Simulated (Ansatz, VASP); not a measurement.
## CdSe, level by level in two programs

```xyz
2
Lattice="0.0000 3.1305 3.1305 3.1305 0.0000 3.1305 3.1305 3.1305 0.0000" Properties=species:S:1:pos:R:3 pbc="T T T"
Cd    0.0000    0.0000    0.0000
Se    1.5652    1.5652    1.5652
```

Single points on this cell with VASP 6.6.1 and Ansatz 0.2.0. Each row is one pair of runs. Alike in all rows: smearing: fermi-dirac, width 0.05 eV; VASP's potentials, cutoff: VASP PAW PBE potentials, release 64 (Cd, Se), 520 eV.

| level | spin | k mesh | Ansatz's potentials, cutoff | gap on the k mesh at the Fermi level (eV), VASP | gap on the k mesh at the Fermi level (eV), Ansatz | least direct gap on the mesh (eV), VASP | least direct gap on the mesh (eV), Ansatz | pressure (GPa), VASP | pressure (GPa), Ansatz |
| --- | --- | --- | --- | --- | --- | --- | --- | --- | --- |
| PBE+D3(BJ) | off | 8 × 8 × 8 | Ansatz PAW, 420 eV | 0.43 | 0.43 | 0.43 | 0.43 | -2.8 | -3.1 |
| BLYP | off | 8 × 8 × 8 | Ansatz PAW, 420 eV | 0.37 | 0.34 | 0.37 | 0.34 | 1.4 | 1.1 |
| r2SCAN+D3(BJ) | off | 8 × 8 × 8 | Ansatz PAW, 500 eV | 0.89 | 0.90 | 0.89 | 0.90 | -3.3 | -3.5 |
| BLYP+D4 | off | 8 × 8 × 8 | Ansatz PAW, 420 eV | 0.37 | 0.34 | 0.37 | 0.34 | -2.0 | -2.3 |
| r2SCAN0 | off | 4 × 4 × 4 | Ansatz PAW, 500 eV | ? | 2.26 | ? | 2.26 | ? | -3.3 |
| PBEsol | non-collinear, zero start, SOC | 8 × 8 × 8 | Ansatz PAW, 420 eV | - | - | - | - | -3.5 | -3.7 |

Task: Fill in what VASP gave in row 5.

Result: gap on the k mesh at the Fermi level (eV): 2.30; least direct gap on the mesh (eV): 2.30; pressure (GPa): -3.3.

VASP's potentials hold 18 valence electrons a cell and Ansatz's 36, so a difference there can come from the potentials and not from the codes.

The k mesh is coarse in some rows, so the values compare programs but aren't converged.
